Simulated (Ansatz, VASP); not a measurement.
# Ir: VASP beside Ansatz

INCAR

```
PREC = Accurate ; ENCUT = 520
EDIFF = 1E-6 ; ISMEAR = -1
SIGMA = 0.1 ; LREAL = False
LASPH = True ; NELM = 150
ALGO = Normal ; ISIF = 2
LWAVE = False ; LCHARG = False
MAGMOM = 0 0 0 0 0 0 ; LORBIT = 11
LSORBIT = True ; GGA_COMPAT = False
LORBMOM = True ; LMAXMIX = 4
GGA = CA ; NBANDS = 30
```

File KPOINTS:

```
Automatic mesh
0
Gamma
  10 10 10
```

Contents of POSCAR:

```
Ir
1.0
    0.0000000000      2.7385611881      2.7385611881
    2.7385611881      0.0000000000      2.7385611881
    2.7385611881      2.7385611881      0.0000000000
Ir
2
Direct
    0.1250000000      0.1250000000      0.1250000000
    0.8750000000      0.8750000000      0.8750000000
```

Input for Ansatz:

```yaml
crystal:
  lattice:
    - [0.0, 2.7385611881, 2.7385611881]
    - [2.7385611881, 0.0, 2.7385611881]
    - [2.7385611881, 2.7385611881, 0.0]
  atoms:
    - { symbol: Ir, position: [0.125, 0.125, 0.125] }
    - { symbol: Ir, position: [0.875, 0.875, 0.875] }
hamiltonian:
  xc: lda
  pseudopotentials:
    kind: paw_fr
    azcp:
      Ir: "pseudopotentials/Ir.paw.azcp"
basis:
  ecutwfc: 420
  fft_grid_basis: typed
kpoints:
  mp_grid: { grid: [10, 10, 10], shift: [0, 0, 0] }
magnetization:
  noncollinear: true
  spin_orbit: true
scf:
  occupations: { method: fermi_dirac, width: 0.1 }
```

Alike in both runs: task single point; functional LDA; k mesh 10 × 10 × 10; occupations fermi-dirac, width 0.1 eV; non-collinear spin, spin-orbit coupling.

```csv
,VASP,Ansatz
version,VASP 6.6.1,Ansatz 0.2.0
potentials or method,"VASP PAW LDA potentials, release 64 (Ir), cutoff 520 eV","plane waves (420 eV) with PAW, fully relativistic with spin-orbit coupling"
valence electrons in the cell,18,34
```

|  | VASP | Ansatz | Ansatz less VASP |
| --- | --- | --- | --- |
| net moment per atom (μB) | 0.00 | 0.00 | 0.000 |

Ansatz warns that its potentials were made for another functional, while VASP's fit it. LDA's correlation is that of Perdew and Zunger in VASP and of Perdew and Wang (1992) in Ansatz. VASP's potentials hold 18 valence electrons a cell and Ansatz's 34, so a difference there can come from the potentials and not from the codes.
